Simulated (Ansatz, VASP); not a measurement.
Cu: VASP beside Ansatz

File POSCAR:

```
Cu
1.0
   15.0000000000      0.0000000000      0.0000000000
    0.0000000000     15.5000000000      0.0000000000
    0.0000000000      0.0000000000     16.0000000000
Cu
1
Direct
    0.5000000000      0.5000000000      0.5000000000
```

The input INCAR.step1:

```
  PREC = Accurate
  ENCUT = 520
  ISMEAR = 0
  SIGMA = 0.005
  LREAL = F
  LASPH = T
  NELM = 150
  ISPIN = 2
  MAGMOM = 1
  LMAXMIX = 4
  NBANDS = 16
  ISYM = 0
  GGA = PE
  ALGO = Normal
  EDIFF = 1E-4
  LWAVE = T
  LCHARG = F
```

The input INCAR.step2:

```
  PREC = Accurate
  ENCUT = 520
  EDIFF = 1E-6
  ISMEAR = 0
  SIGMA = 0.005
  LREAL = F
  LASPH = T
  NELM = 150
  ALGO = Normal
  ISIF = 2
  LWAVE = F
  LCHARG = T
  ISPIN = 2
  MAGMOM = 1
  LORBIT = 11
  LMAXMIX = 4
  METAGGA = R2SCAN
  LMIXTAU = T
  LELF = T
  LVHAR = T
  NBANDS = 16
  ISYM = 0
  ISTART = 1
```

Contents of KPOINTS:

```
regular mesh
0
Gamma
  1 1 1
```

Input for Ansatz:

```yaml
crystal:
  lattice:
    - [15.0, 0.0, 0.0]
    - [0.0, 15.5, 0.0]
    - [0.0, 0.0, 16.0]
  atoms:
    - { symbol: Cu, position: [0.5, 0.5, 0.5], spin: 1.0 }
  symmetry: { detect: false }
basis:
  ecutwfc: 500
kpoints:
  mp_grid: { grid: [1, 1, 1] }
hamiltonian:
  xc: r2scan
scf:
  occupations: { method: gaussian, width: 0.005 }
output:
  forces: true
  eigenvalues: true
  populations: true
magnetization:
  spin_polarized: true
```

Alike in both runs: task single point; functional r2SCAN; k mesh 1 × 1 × 1; occupations gaussian, width 0.005 eV; collinear spin.

```csv
,VASP,Ansatz
version,VASP 6.6.1,Ansatz 0.2.0
potentials or method,"VASP PAW PBE potentials, release 64 (Cu), cutoff 520 eV","scalar-relativistic, plane waves, PAW"
valence electrons in the cell,11,19
```

Ansatz gave:

```
gap on the k mesh at the Fermi level (eV)                     : 1.40
net moment per atom (μB)                                      : 1.00
size of the moment on the site where the two differ most (μB) : 1.00
```

Q: What did VASP give for the same quantities?

A: gap on the k mesh at the Fermi level (eV): 1.39; net moment per atom (μB): 1.00; size of the moment on the site where the two differ most (μB): 0.30.

VASP's potentials were made for PBE, not for r2SCAN. Site moments also hang on the region over which each program counts them. VASP's potentials hold 11 valence electrons a cell and Ansatz's 19, so a difference there can come from the potentials and not from the codes. Ansatz's warnings: stability check not made.
